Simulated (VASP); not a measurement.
# Sr (I4/mmm) in VASP: notebook

The runs below take Sr through single point, with r2SCAN.

All numbers are computed with VASP 6.6.1; they aren't measurements. Logs are shortened: lines on timing, memory, paths and dates and some standing lists are left out, and cuts for length are marked.

### Step 1. The cell of the first run

It takes space group I4/mmm (No. 139, tetragonal). Conventional cell: a = 4.777 Å, b = 4.777 Å, c = 4.995 Å, α = 90.00°, β = 90.00°, γ = 90.00°. Within 5.5 Å of Sr (site symmetry 4/mmm) lie 14 Sr at 4.20 to 5.00 Å.

### Step 2. Single point, r2SCAN (strain -0.015 along x and y, +0.030 along z)

Contents of POSCAR:

```
Sr
1.0
   -2.3886250000      2.3886250000      2.4977500000
    2.3886250000     -2.3886250000      2.4977500000
    2.3886250000      2.3886250000     -2.4977500000
Sr
1
Direct
    0.0000000000      0.0000000000      0.0000000000
```

Contents of INCAR.step1:

```
PREC = Accurate ; ENCUT = 520
ISMEAR = 0 ; SIGMA = 0.15
LREAL = F ; LASPH = T
NELM = 100 ; NBANDS = 11
GGA = PE ; ALGO = Normal
EDIFF = 1E-4 ; LWAVE = T
LCHARG = F
```

Contents of INCAR.step2:

```
PREC = Accurate ; ENCUT = 520
EDIFF = 1E-6 ; ISMEAR = 0
SIGMA = 0.15 ; LREAL = F
LASPH = T ; NELM = 100
ALGO = Normal ; ISIF = 2
LWAVE = F ; LCHARG = F
METAGGA = R2SCAN ; LMIXTAU = T
NBANDS = 11 ; ISTART = 1
```

Contents of KPOINTS:

```
regular mesh
0
Gamma
  14 14 14
```

Potentials or basis: VASP PAW PBE potentials, release 64 (Sr_sv).

Launch:

```sh
$ cat potpaw_PBE.64/Sr_sv/POTCAR > POTCAR
$ cp INCAR.step1 INCAR
$ mpirun -np 1 vasp_std > vasp.out
$ cp INCAR.step2 INCAR
$ mpirun -np 1 vasp_std > vasp.out
```

OUTCAR:

```text
PREC = Accurate
   ENCUT = 520
   EDIFF = 1E-6
   ISMEAR = 0
   LREAL = F
   LASPH = T
   NELM = 100
   ISIF = 2
   METAGGA = R2SCAN
   ISTART = 1

 ion  position               nearest neighbor table
   1  0.000  0.000  0.000-

  LATTYP: Found a body centered tetragonal cell.
 ALAT       =     4.7772500000
 C/A-ratio  =     1.0456852792

  Lattice vectors:

 A1 = (  -2.3886250000,   2.3886250000,   2.4977500000)
 A2 = (   2.3886250000,  -2.3886250000,   2.4977500000)
 A3 = (   2.3886250000,   2.3886250000,  -2.4977500000)

Analysis of symmetry for initial positions (statically):
=====================================================================
 Subroutine PRICEL returns:
 Original cell was already a primitive cell.

 Routine SETGRP: Setting up the symmetry group for a
 body centered tetragonal supercell.

 Subroutine GETGRP returns: Found 16 space group operations
 (whereof 16 operations were pure point group operations)
 out of a pool of 16 trial point group operations.

The static configuration has the point symmetry D_4h.

Analysis of symmetry for dynamics (positions and initial velocities):
=====================================================================
 Subroutine PRICEL returns:
 Original cell was already a primitive cell.

 Routine SETGRP: Setting up the symmetry group for a
 body centered tetragonal supercell.

 Subroutine GETGRP returns: Found 16 space group operations
 (whereof 16 operations were pure point group operations)
 out of a pool of 16 trial point group operations.

The dynamic configuration has the point symmetry D_4h.

 Subroutine INISYM returns: Found 16 space group operations
 (whereof 16 operations are pure point group operations),
 and found     1 'primitive' translations

----------------------------------------------------------------------------------------

                                     Primitive cell

  volume of cell :      57.0039

  direct lattice vectors                    reciprocal lattice vectors
    -2.388625000  2.388625000  2.497750000     0.000000000  0.209325449  0.200180162
     2.388625000 -2.388625000  2.497750000     0.209325449  0.000000000  0.200180162
     2.388625000  2.388625000 -2.497750000     0.209325449  0.209325449  0.000000000

  length of vectors
     4.201168152  4.201168152  4.201168152     0.289636394  0.289636394  0.296030889

  position of ions in fractional coordinates (direct lattice)
     0.000000000  0.000000000  0.000000000

  ion indices of the primitive-cell ions
   primitive index   ion index
                 1           1

----------------------------------------------------------------------------------------

 KPOINTS: regular mesh

Automatic generation of k-mesh.
 Grid dimensions read from file:
 generate k-points for:   14   14   14

 Generating k-lattice:

  Cartesian coordinates                     Fractional coordinates (reciprocal lattice)
     0.000000000  0.014951818  0.014298583     0.071428571  0.000000000  0.000000000
     0.014951818  0.000000000  0.014298583     0.000000000  0.071428571  0.000000000
     0.014951818  0.014951818  0.000000000     0.000000000  0.000000000  0.071428571

  Length of vectors
     0.020688314  0.020688314  0.021145063

  Shift w.r.t. Gamma in fractional coordinates (k-lattice)
     0.000000000  0.000000000  0.000000000

 Subroutine IBZKPT returns following result:
 ===========================================

 Found    244 irreducible k-points:

 Following reciprocal coordinates:
            Coordinates               Weight
  0.000000  0.000000  0.000000      1.000000
  0.071429  0.000000  0.000000      8.000000
  0.142857  0.000000  0.000000      8.000000
  0.214286  0.000000  0.000000      8.000000
  0.285714  0.000000  0.000000      8.000000
  0.357143  0.000000  0.000000      8.000000
[... 16 lines left out ...]
  0.214286  0.142857  0.000000     16.000000
  0.285714  0.142857  0.000000     16.000000
 [... further k-points ...]
   k-points           NKPTS =    244   k-points in BZ     NKDIM =    244   number of bands    NBANDS=     11
   number of dos      NEDOS =    301   number of ions     NIONS =      1
   total plane-waves  NPLWV =  32768
   dimension x,y,z NGX =    32 NGY =   32 NGZ =   32
   dimension x,y,z NGXF=    64 NGYF=   64 NGZF=   64
   ions per type =               1
   NGX,Y,Z   is equivalent  to a cutoff of  12.66, 12.66, 12.66 a.u.
   NGXF,Y,Z  is equivalent  to a cutoff of  25.33, 25.33, 25.33 a.u.
 SYSTEM =  unknown system
   PREC   = accura    normal or accurate (medium, high low for compatibility)
   ISTART =      1    job   : 0-new  1-cont  2-samecut
   ICHARG =      0    charge: 1-file 2-atom 10-const
   ISPIN  =      1    spin polarized calculation?
   LNONCOLLINEAR =      F non collinear calculations
   LSORBIT =      F    spin-orbit coupling
   LASPH  =      T    aspherical Exc in radial PAW
   ENCUT  =  520.0 eV  38.22 Ry    6.18 a.u.   7.81  7.81  7.81*2*pi/ulx,y,z
   NELM   =    100;   NELMIN=  2; NELMDL=  0     # of ELM steps
   EDIFF  = 0.1E-05   stopping-criterion for ELM
   LREAL  =      F    real-space projection
   EDIFFG = 0.1E-04   stopping-criterion for IOM
   NSW    =      0    number of steps for IOM
   IBRION =     -1    ionic relax: 0-MD 1-quasi-New 2-CG
   NFREE  =      0    steps in history (QN), initial steepest desc. (CG)
   ISIF   =      2    stress and relaxation
   ISYM   =      2    0-nonsym 1-usesym 2-fastsym
   POTIM  = 0.5000    time-step for ionic-motion
   TEBEG  =    0.0;   TEEND  =   0.0 temperature during run
   PSTRESS=    0.0 pullay stress
   NELECT =      10.0000    total number of electrons
   NUPDOWN=      -1.0000    fix difference up-down
   EMIN   =  10.00;   EMAX   =-10.00  energy-range for DOS
   EFERMI =   0.00;   METHOD = LEGACY
   ISMEAR =     0;   SIGMA  =   0.15  broadening in eV -4-tet -1-fermi 0-gaus
   EFERMI_NEDOS =   21; number of points for ismear=-14 and -15
   IALGO  =     38    algorithm
   IMIX   =      4    mixing-type and parameters
     AMIX     =   0.40;   BMIX     =  1.00
     AMIX_MAG =   1.60;   BMIX_MAG =  1.00
  volume/ion in A,a.u.               =      57.00       384.68
  Fermi-wavevector in a.u.,A,eV,Ry     =   0.916445  1.731830 11.427151  0.839872
  Thomas-Fermi vector in A             =   2.041302
   LORBIT       =      0    0 simple, 1 ext, 2 COOP (PROOUT), +10 PAW based schemes
   METAGGA = R2SCAN    functional components
   LHFCALC =     F    Hartree Fock is set to
   AEXX    =    0.0000 exact exchange contribution
   IVDW    =     0    specifies the selected vdW correction
   LEPSILON=     F    determine dielectric tensor
   LRPA    =     F    only Hartree local field effects (RPA)
 non-spin polarized calculation
 Gauss-broadening in eV      SIGMA  =   0.15
  energy-cutoff  :      520.00
  volume of cell :       57.00
 maximum number of plane-waves:      1556
   NGX = 15   NGY = 15   NGZ = 15

 number of electron      10.0000000 magnetization

 Free energy of the ion-electron system (eV)
  ---------------------------------------------------
  ext. energy  EPLUGINS =         0.00000000
  ---------------------------------------------------
  free energy    TOTEN  =       -15.09628850 eV

  energy without entropy =      -15.07935610  energy(sigma->0) =      -15.08782230

 E-fermi :   1.5014     XC(G=0):  -7.6730

 val. band max:        1.5007070118   @ k =  -0.1429   0.5000   0.1429
 cond. band min:       1.5089662916   @ k =   0.5000   0.5000   0.3571
 fundamental gap:      0.0082592798
 Fermi energy:         1.5013628985

 k-point     1 :       0.0000    0.0000    0.0000
  band No.  band energies     occupation
      1     -36.6066      2.00000
      2     -17.8719      2.00000
      3     -17.8719      2.00000
      4     -17.8664      2.00000
      5      -2.2859      2.00000
      6       4.1129      0.00000
      7       4.1129      0.00000
      8       4.3658      0.00000
      9       5.3201      0.00000
     10       5.6772      0.00000
     11       9.6691      0.00000

 k-point     2 :       0.0714    0.0000    0.0000
  band No.  band energies     occupation
      1     -36.6059      2.00000
      2     -17.8793      2.00000
      3     -17.8747      2.00000
      4     -17.8683      2.00000
      5      -2.1985      2.00000
      6       4.0545      0.00000
      7       4.0968      0.00000
      8       4.3842      0.00000
      9       5.2248      0.00000
     10       5.6344      0.00000
     11       9.8517      0.00000

 k-point     3 :       0.1429    0.0000    0.0000
  band No.  band energies     occupation
      1     -36.6040      2.00000
      2     -17.9045      2.00000
      3     -17.8827      2.00000
      4     -17.8687      2.00000
      5      -1.9417      2.00000
      6       3.8057      0.00000
      7       3.9369      0.00000
      8       4.5833      0.00000
      9       5.0919      0.00000
     10       5.5803      0.00000
     11      10.1001      0.00000

 k-point     4 :       0.2143    0.0000    0.0000
  band No.  band energies     occupation
      1     -36.6013      2.00000
      2     -17.9413      2.00000
      3     -17.8942      2.00000
      4     -17.8686      2.00000
      5      -1.5324      2.00000
      6       3.3455      0.00000
      7       3.6859      0.00000
      8       4.9744      0.00000
      9       5.1111      0.00000
     10       5.5702      0.00000
     11       9.8290      0.00000

 k-point     5 :       0.2857    0.0000    0.0000
  band No.  band energies     occupation
      1     -36.5982      2.00000
      2     -17.9817      2.00000
      3     -17.9068      2.00000
      4     -17.8684      2.00000
      5      -1.0002      2.00000
      6       2.8114      0.00000
      7       3.4351      0.00000
      8       5.2091      0.00000
      9       5.5138      0.00000
     10       5.6327      0.00000
     11       9.0748      0.00000
[... 211 lines left out ...]
 k-point    21 :      -0.0714    0.0714    0.0000
  band No.  band energies     occupation
      1     -36.6059      2.00000
      2     -17.8811      2.00000
      3     -17.8721      2.00000
      4     -17.8696      2.00000
      5      -2.1945      2.00000
      6       4.0171      0.00000
      7       4.1970      0.00000
      8       4.2938      0.00000
      9       5.3227      0.00000
     10       5.5465      0.00000
     11       9.8773      0.00000

 k-point    22 :       0.1429    0.1429    0.0000
  band No.  band energies     occupation
      1     -36.5999      2.00000
      2     -17.9556      2.00000
      3     -17.8970      2.00000
      4     -17.8753      2.00000
      5      -1.3078      2.00000
      6       3.1880      0.00000
      7       3.5077      0.00000
      8       4.9625      0.00000
      9       5.2192      0.00000
     10       5.7532      0.00000
     11       9.4839      0.00000

 k-point    23 :       0.2143    0.1429    0.0000
  band No.  band energies     occupation
      1     -36.5971      2.00000
      2     -17.9865      2.00000
      3     -17.9116      2.00000
      4     -17.8774      2.00000
      5      -0.7911      2.00000
      6       2.7535      0.00000
      7       3.2487      0.00000
      8       5.0743      0.00000
      9       5.6310      0.00000
     10       5.8632      0.00000
     11       8.7279      0.00000

 k-point    24 :       0.2857    0.1429    0.0000
  band No.  band energies     occupation
      1     -36.5946      2.00000
      2     -18.0134      2.00000
      3     -17.9265      2.00000
      4     -17.8785      2.00000
      5      -0.1921      2.00000
      6       2.3019      0.00000
      7       3.0422      0.00000
      8       5.1950      0.00000
      9       5.7111      0.00000
     10       6.3556      0.00000
     11       8.0889      0.00000

 [... further k-points ...]

------------------------ aborting loop because EDIFF is reached ----------------------------------------

  FORCE on cell =-STRESS in cart. coord.  units (eV):
  Direction    XX          YY          ZZ          XY          YZ          ZX
  --------------------------------------------------------------------------------------
  -------------------------------------------------------------------------------------
  Total       -0.0637101     -0.0637101     -0.0560113      0.0000000     -0.0000000      0.0000000
  in kB       -1.7906634     -1.7906634     -1.5742787      0.0000000     -0.0000000      0.0000000
  external PRESSURE =      -1.7185352 kB  Pullay stress =       0.0000000 kB

 VOLUME and BASIS-vectors are now :
 -----------------------------------------------------------------------------
  energy-cutoff  :      520.00
  volume of cell :       57.00
      direct lattice vectors                 reciprocal lattice vectors
    -2.388625000  2.388625000  2.497750000     0.000000000  0.209325449  0.200180162
     2.388625000 -2.388625000  2.497750000     0.209325449  0.000000000  0.200180162
     2.388625000  2.388625000 -2.497750000     0.209325449  0.209325449  0.000000000

 POSITION                                       TOTAL-FORCE (eV/Angst)
 -----------------------------------------------------------------------------------
      0.00000      0.00000      0.00000         0.000000     -0.000000     -0.000000
 -----------------------------------------------------------------------------------
    total drift:                                0.000000      0.000000     -0.000000

  FREE ENERGIE OF THE ION-ELECTRON SYSTEM (eV)
  ---------------------------------------------------
  free  energy   TOTEN  =       -15.0962885029 eV

  energy  without entropy=      -15.0793561026  energy(sigma->0) =      -15.08782230
```

It took 2.9 min on 1 thread of Intel Xeon 6975P-C (Granite Rapids), shared host; peak memory 0.3 GiB.

What came out:

```yaml
Free_energy: -15.0963 eV
Pressure: -0.2 GPa
Band_gap_on_the_k_mesh: zero (bands 5 and 6 overlap by 0.25 eV)
```

Levels at points of the mesh, in eV from the Fermi level:
```tsv
k point	band 1	band 2	band 3	band 4	band 5	band 6	band 7	band 8	band 9	band 10
(0.00, 0.00, 0.00)	-38.11	-19.37	-19.37	-19.37	-3.79	2.61	2.61	2.86	3.82	4.18
(0.50, 0.00, 0.00)	-38.09	-19.55	-19.43	-19.37	-0.97	0.03	1.56	3.70	4.50	5.68
(0.50, 0.50, 0.00)	-38.09	-19.55	-19.43	-19.38	-0.88	0.17	1.26	4.06	4.63	5.74
(0.50, 0.50, 0.50)	-38.08	-19.51	-19.50	-19.50	-0.12	-0.01	3.29	3.94	3.94	5.27
```

Caveat: the cell differs from its parent crystal (strain -0.015 along x and y, +0.030 along z); the PAW data sets were made with another functional, which shifts forces and pressure a little.

### Step 3. Single point, r2SCAN (strain +0.015 along x and y, -0.030 along z)

Contents of POSCAR:

```
Sr
1.0
   -2.4613750000      2.4613750000      2.3522500000
    2.4613750000     -2.4613750000      2.3522500000
    2.4613750000      2.4613750000     -2.3522500000
Sr
1
Direct
    0.0000000000      0.0000000000      0.0000000000
```

Contents of INCAR.step1:

```
  PREC = Accurate
  ENCUT = 520
  ISMEAR = 0
  SIGMA = 0.15
  LREAL = F
  LASPH = T
  NELM = 80
  NBANDS = 11
  GGA = PE
  ALGO = Normal
  EDIFF = 1E-4
  LWAVE = T
  LCHARG = F
```

Contents of INCAR.step2:

```
  PREC = Accurate
  ENCUT = 520
  EDIFF = 1E-6
  ISMEAR = 0
  SIGMA = 0.15
  LREAL = F
  LASPH = T
  NELM = 80
  ALGO = Normal
  ISIF = 2
  LWAVE = F
  LCHARG = F
  METAGGA = R2SCAN
  LMIXTAU = T
  NBANDS = 11
  ISTART = 1
```

KPOINTS is that of step 2.

Potentials or basis: VASP PAW PBE potentials, release 64 (Sr_sv).

Launch:

```sh
$ cat potpaw_PBE.64/Sr_sv/POTCAR > POTCAR
$ cp INCAR.step1 INCAR
$ mpirun -np 1 vasp_std > vasp.out
$ cp INCAR.step2 INCAR
$ mpirun -np 1 vasp_std > vasp.out
```

Wall time 2.7 min (1 thread of Intel Xeon 6975P-C (Granite Rapids), shared host); peak memory 0.29 GiB.

The run converged. Its results:

* Free energy: -15.0960 eV
* Pressure: -0.2 GPa
* Band gap on the k mesh: zero (bands 5 and 6 overlap by 0.32 eV)

Levels at points of the mesh, in eV from the Fermi level:
```tsv
k point	band 2	band 3	band 4	band 5	band 6	band 7	band 8	band 9
(0.00, 0.00, 0.00)	-19.38	-19.37	-19.37	-3.79	2.51	2.79	2.79	3.81
(0.50, 0.00, 0.00)	-19.55	-19.43	-19.38	-0.91	0.12	1.36	3.91	4.63
(0.50, 0.50, 0.00)	-19.55	-19.43	-19.37	-1.00	-0.02	1.66	3.64	4.39
(0.50, 0.50, 0.50)	-19.50	-19.50	-19.49	-0.11	-0.01	3.50	3.50	4.18
```

Caveat: the cell differs from its parent crystal (strain +0.015 along x and y, -0.030 along z); the PAW data sets were made with another functional, which shifts forces and pressure a little.
